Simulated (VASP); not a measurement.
# RbZnI3 (Pm-3m) in VASP: further runs

RbZnI3 is run at these levels: PBE, r2SCAN; tasks: single point.

Everything below comes from runs of VASP 6.6.1. Logs are shortened: lines on timing, memory, paths and dates and some standing lists are left out, and cuts for length are marked.

**1. The cell of the first run**

Symmetry: Pm-3m, No. 221, cubic system. The conventional cell has a = 5.779 Å, b = 5.779 Å, c = 5.779 Å, α = 90.00°, β = 90.00°, γ = 90.00°. Rb (site symmetry m-3m) has 12 I at 4.09 Å and 8 Zn at 5.00 Å within 5.4 Å. Within 3.8 Å of Zn (site symmetry m-3m) lie 6 I at 2.89 Å. I (site symmetry 4/mmm) has 2 Zn at 2.89 Å within 3.8 Å.

**2. Single point, PBE**

INCAR

```
PREC = Accurate
ENCUT = 520
EDIFF = 1E-6
ISMEAR = -1
SIGMA = 0.02
LREAL = False
LASPH = True
NELM = 100
ALGO = Normal
ISIF = 2
LWAVE = False
LCHARG = True
GGA = PE
LELF = True
LVHAR = True
NBANDS = 29
```

KPOINTS

```
regular mesh
0
Gamma
  4 4 4
```

POSCAR

```
RbZnI3
1.0
    5.7791976498      0.0000000000      0.0000000000
    0.0000000000      5.7791976498      0.0000000000
    0.0000000000      0.0000000000      5.7791976498
Rb Zn I
1 1 3
Direct
    0.0000000000      0.0000000000      0.0000000000
    0.5000000000      0.5000000000      0.5000000000
    0.5000000000      0.5000000000      0.0000000000
    0.5000000000      0.0000000000      0.5000000000
    0.0000000000      0.5000000000      0.5000000000
```

Potentials or basis: VASP PAW PBE potentials, release 64 (Rb_sv, Zn, I).

On the command line:

```sh
> cat potpaw_PBE.64/Rb_sv/POTCAR potpaw_PBE.64/Zn/POTCAR potpaw_PBE.64/I/POTCAR > POTCAR
> mpirun -np 1 vasp_std > vasp.out
```

OUTCAR:

```text
PREC = Accurate
   ENCUT = 520
   EDIFF = 1E-6
   ISMEAR = -1
   LREAL = False
   LASPH = True
   NELM = 100
   ISIF = 2
   GGA = PE

 ion  position               nearest neighbor table
   1  0.000  0.000  0.000-   3 4.09   4 4.09   5 4.09   4 4.09   5 4.09   3 4.09   5 4.09   5 4.09
                             3 4.09   4 4.09   4 4.09   3 4.09
   2  0.500  0.500  0.500-   3 2.89   4 2.89   5 2.89   3 2.89   4 2.89   5 2.89
   3  0.500  0.500  0.000-   2 2.89   2 2.89   1 4.09   1 4.09   1 4.09   1 4.09
   4  0.500  0.000  0.500-   2 2.89   2 2.89   1 4.09   1 4.09   1 4.09   1 4.09
   5  0.000  0.500  0.500-   2 2.89   2 2.89   1 4.09   1 4.09   1 4.09   1 4.09

  LATTYP: Found a simple cubic cell.
 ALAT       =     5.7791976498

  Lattice vectors:

 A1 = (   5.7791976498,   0.0000000000,   0.0000000000)
 A2 = (   0.0000000000,   5.7791976498,   0.0000000000)
 A3 = (   0.0000000000,   0.0000000000,   5.7791976498)

Analysis of symmetry for initial positions (statically):
=====================================================================
 Subroutine PRICEL returns:
 Original cell was already a primitive cell.

 Routine SETGRP: Setting up the symmetry group for a
 simple cubic supercell.

 Subroutine GETGRP returns: Found 48 space group operations
 (whereof 48 operations were pure point group operations)
 out of a pool of 48 trial point group operations.

The static configuration has the point symmetry O_h .

Analysis of symmetry for dynamics (positions and initial velocities):
=====================================================================
 Subroutine PRICEL returns:
 Original cell was already a primitive cell.

 Routine SETGRP: Setting up the symmetry group for a
 simple cubic supercell.

 Subroutine GETGRP returns: Found 48 space group operations
 (whereof 48 operations were pure point group operations)
 out of a pool of 48 trial point group operations.

The dynamic configuration has the point symmetry O_h .

 Subroutine INISYM returns: Found 48 space group operations
 (whereof 48 operations are pure point group operations),
 and found     1 'primitive' translations

----------------------------------------------------------------------------------------

                                     Primitive cell

  volume of cell :     193.0201

  direct lattice vectors                    reciprocal lattice vectors
     5.779197650  0.000000000  0.000000000     0.173034400  0.000000000  0.000000000
     0.000000000  5.779197650  0.000000000     0.000000000  0.173034400  0.000000000
     0.000000000  0.000000000  5.779197650     0.000000000  0.000000000  0.173034400

  length of vectors
     5.779197650  5.779197650  5.779197650     0.173034400  0.173034400  0.173034400

  position of ions in fractional coordinates (direct lattice)
     0.000000000  0.000000000  0.000000000
     0.500000000  0.500000000  0.500000000
     0.500000000  0.500000000  0.000000000
     0.500000000  0.000000000  0.500000000
     0.000000000  0.500000000  0.500000000

  ion indices of the primitive-cell ions
   primitive index   ion index
                 1           1
                 2           2
                 3           3
                 4           4
                 5           5

----------------------------------------------------------------------------------------

 KPOINTS: regular mesh

Automatic generation of k-mesh.
 Grid dimensions read from file:
 generate k-points for:    4    4    4

 Generating k-lattice:

  Cartesian coordinates                     Fractional coordinates (reciprocal lattice)
     0.043258600  0.000000000  0.000000000     0.250000000  0.000000000  0.000000000
     0.000000000  0.043258600  0.000000000     0.000000000  0.250000000  0.000000000
     0.000000000  0.000000000  0.043258600     0.000000000  0.000000000  0.250000000

  Length of vectors
     0.043258600  0.043258600  0.043258600

  Shift w.r.t. Gamma in fractional coordinates (k-lattice)
     0.000000000  0.000000000  0.000000000

 Subroutine IBZKPT returns following result:
 ===========================================

 Found     10 irreducible k-points:

 Following reciprocal coordinates:
            Coordinates               Weight
  0.000000  0.000000  0.000000      1.000000
  0.250000  0.000000  0.000000      6.000000
  0.500000  0.000000  0.000000      3.000000
  0.250000  0.250000  0.000000     12.000000
  0.500000  0.250000  0.000000     12.000000
  0.500000  0.500000  0.000000      3.000000
  0.250000  0.250000  0.250000      8.000000
  0.500000  0.250000  0.250000     12.000000
  0.500000  0.500000  0.250000      6.000000
  0.500000  0.500000  0.500000      1.000000
   k-points           NKPTS =     10   k-points in BZ     NKDIM =     10   number of bands    NBANDS=     29
   number of dos      NEDOS =    301   number of ions     NIONS =      5
   total plane-waves  NPLWV = 110592
   dimension x,y,z NGX =    48 NGY =   48 NGZ =   48
   dimension x,y,z NGXF=    96 NGYF=   96 NGZF=   96
   ions per type =               1   1   3
   NGX,Y,Z   is equivalent  to a cutoff of  13.81, 13.81, 13.81 a.u.
   NGXF,Y,Z  is equivalent  to a cutoff of  27.62, 27.62, 27.62 a.u.
 SYSTEM =  unknown system
   PREC   = accura    normal or accurate (medium, high low for compatibility)
   ISTART =      0    job   : 0-new  1-cont  2-samecut
   ICHARG =      2    charge: 1-file 2-atom 10-const
   ISPIN  =      1    spin polarized calculation?
   LNONCOLLINEAR =      F non collinear calculations
   LSORBIT =      F    spin-orbit coupling
   LASPH  =      T    aspherical Exc in radial PAW
   ENCUT  =  520.0 eV  38.22 Ry    6.18 a.u.  10.75 10.75 10.75*2*pi/ulx,y,z
   NELM   =    100;   NELMIN=  2; NELMDL= -5     # of ELM steps
   EDIFF  = 0.1E-05   stopping-criterion for ELM
   LREAL  =      F    real-space projection
   EDIFFG = 0.1E-04   stopping-criterion for IOM
   NSW    =      0    number of steps for IOM
   IBRION =     -1    ionic relax: 0-MD 1-quasi-New 2-CG
   NFREE  =      0    steps in history (QN), initial steepest desc. (CG)
   ISIF   =      2    stress and relaxation
   ISYM   =      2    0-nonsym 1-usesym 2-fastsym
   POTIM  = 0.5000    time-step for ionic-motion
   TEBEG  =    0.0;   TEEND  =   0.0 temperature during run
   PSTRESS=    0.0 pullay stress
   NELECT =      42.0000    total number of electrons
   NUPDOWN=      -1.0000    fix difference up-down
   EMIN   =  10.00;   EMAX   =-10.00  energy-range for DOS
   EFERMI =   0.00;   METHOD = LEGACY
   ISMEAR =    -1;   SIGMA  =   0.02  broadening in eV -4-tet -1-fermi 0-gaus
   EFERMI_NEDOS =   21; number of points for ismear=-14 and -15
   IALGO  =     38    algorithm
   IMIX   =      4    mixing-type and parameters
     AMIX     =   0.40;   BMIX     =  1.00
     AMIX_MAG =   1.60;   BMIX_MAG =  1.00
  volume/ion in A,a.u.               =      38.60       260.51
  Fermi-wavevector in a.u.,A,eV,Ry     =   0.984669  1.860755 13.191849  0.969574
  Thomas-Fermi vector in A             =   2.115919
   LORBIT       =      0    0 simple, 1 ext, 2 COOP (PROOUT), +10 PAW based schemes
   GGA     = PE    functional components
   LHFCALC =     F    Hartree Fock is set to
   AEXX    =    0.0000 exact exchange contribution
   IVDW    =     0    specifies the selected vdW correction
   LEPSILON=     F    determine dielectric tensor
   LRPA    =     F    only Hartree local field effects (RPA)
 non-spin polarized calculation
  energy-cutoff  :      520.00
  volume of cell :      193.02
 maximum number of plane-waves:      5232
 NGX is ok and might be reduce to    48
   NGX = 21   NGY = 21   NGZ = 21

 number of electron      41.9999992 magnetization

 Free energy of the ion-electron system (eV)
  ---------------------------------------------------
  ext. energy  EPLUGINS =         0.00000000
  ---------------------------------------------------
  free energy    TOTEN  =       -10.69631124 eV

  energy without entropy =      -10.69421639  energy(sigma->0) =      -10.69526382

 E-fermi :   1.5465     XC(G=0):  -7.9939

 val. band max:        1.5097446077   @ k =   0.5000   0.5000   0.5000
 cond. band min:       2.1634805442   @ k =   0.2500   0.0000   0.0000
 fundamental gap:      0.6537359365
 Fermi energy:         1.5465080067

 k-point     1 :       0.0000    0.0000    0.0000
  band No.  band energies     occupation
      1     -24.5391      2.00000
      2     -10.5731      2.00000
      3      -9.7149      2.00000
      4      -9.7149      2.00000
      5      -8.6206      2.00000
      6      -8.6206      2.00000
[... 21 lines left out ...]
     28       6.8827      0.00000
     29       9.7230      0.00000

 k-point     2 :       0.2500    0.0000    0.0000
  band No.  band energies     occupation
      1     -24.5390      2.00000
      2     -10.4821      2.00000
      3      -9.8189      2.00000
      4      -9.7113      2.00000
      5      -8.6188      2.00000
      6      -8.6188      2.00000
[... 21 lines left out ...]
     28       7.5538      0.00000
     29       8.7276      0.00000

 k-point     3 :       0.5000    0.0000    0.0000
  band No.  band energies     occupation
      1     -24.5389      2.00000
      2     -10.3506      2.00000
      3      -9.9602      2.00000
      4      -9.7077      2.00000
      5      -8.6169      2.00000
      6      -8.6169      2.00000
[... 21 lines left out ...]
     28       8.0235      0.00000
     29       8.9614      0.00000

 k-point     4 :       0.2500    0.2500    0.0000
  band No.  band energies     occupation
      1     -24.5389      2.00000
      2     -10.3891      2.00000
      3      -9.8494      2.00000
      4      -9.7669      2.00000
      5      -8.6170      2.00000
      6      -8.6052      2.00000
[... 149 lines left out ...]
     28       8.2986      0.00000
     29       8.5665      0.00000

 k-point     9 :       0.5000    0.5000    0.2500
  band No.  band energies     occupation
      1     -24.5386      2.00000
      2      -9.9863      2.00000
      3      -9.9558      2.00000
      4      -9.9558      2.00000
      5      -8.6238      2.00000
      6      -8.6141      2.00000
[... 21 lines left out ...]
     28       8.0622      0.00000
     29       8.7151      0.00000

 k-point    10 :       0.5000    0.5000    0.5000
  band No.  band energies     occupation
      1     -24.5385      2.00000
      2      -9.9382      2.00000
      3      -9.9382      2.00000
      4      -9.9382      2.00000
      5      -8.6341      2.00000
      6      -8.6341      2.00000
[... 21 lines left out ...]
     28       7.9300      0.00000
     29       7.9300      0.00000

------------------------ aborting loop because EDIFF is reached ----------------------------------------

  FORCE on cell =-STRESS in cart. coord.  units (eV):
  Direction    XX          YY          ZZ          XY          YZ          ZX
  --------------------------------------------------------------------------------------
  -------------------------------------------------------------------------------------
  Total        0.0678390      0.0678390      0.0678390     -0.0000000      0.0000000      0.0000000
  in kB        0.5631027      0.5631027      0.5631027     -0.0000000      0.0000000      0.0000000
  external PRESSURE =       0.5631027 kB  Pullay stress =       0.0000000 kB

 VOLUME and BASIS-vectors are now :
 -----------------------------------------------------------------------------
  energy-cutoff  :      520.00
  volume of cell :      193.02
      direct lattice vectors                 reciprocal lattice vectors
     5.779197650  0.000000000  0.000000000     0.173034400  0.000000000  0.000000000
     0.000000000  5.779197650  0.000000000     0.000000000  0.173034400  0.000000000
     0.000000000  0.000000000  5.779197650     0.000000000  0.000000000  0.173034400

 POSITION                                       TOTAL-FORCE (eV/Angst)
 -----------------------------------------------------------------------------------
      0.00000      0.00000      0.00000         0.000000      0.000000      0.000000
      2.88960      2.88960      2.88960         0.000000      0.000000      0.000000
      2.88960      2.88960      0.00000         0.000000      0.000000      0.000000
      2.88960      0.00000      2.88960         0.000000      0.000000      0.000000
      0.00000      2.88960      2.88960         0.000000      0.000000      0.000000
 -----------------------------------------------------------------------------------
    total drift:                                0.000000     -0.000000     -0.000000

  FREE ENERGIE OF THE ION-ELECTRON SYSTEM (eV)
  ---------------------------------------------------
  free  energy   TOTEN  =       -10.6963112440 eV

  energy  without entropy=      -10.6942163948  energy(sigma->0) =      -10.69526382
```

Wall time 66 s (1 thread of Intel Xeon Platinum 8259CL at 2.50GHz (Skylake/Cascade Lake), shared host); peak memory 0.34 GiB.

Results:

```
Free energy            : -10.6963 eV
Pressure               : 0.1 GPa
Band gap on the k mesh : zero (band 21 reaches 1.51 eV, above the bottom of band 22 at 1.03 eV)
```

Levels at points of the mesh, in eV from the Fermi level:
| k point | band 19 | band 20 | band 21 | band 22 | band 23 | band 24 |
| --- | --- | --- | --- | --- | --- | --- |
| (0.00, 0.00, 0.00) | -0.90 | -0.52 | -0.52 | -0.52 | 3.61 | 4.84 |
| (0.50, 0.00, 0.00) | -1.16 | -0.71 | -0.71 | 2.09 | 4.62 | 5.39 |
| (0.50, 0.50, 0.00) | -1.31 | -0.43 | -0.06 | 3.43 | 4.56 | 4.56 |
| (0.50, 0.50, 0.50) | -0.04 | -0.04 | -0.04 | 3.93 | 3.93 | 3.93 |

Caveat: spin-orbit coupling is left out, which moves the levels of the heavy elements.

(Part 1 of 3 ends here.)
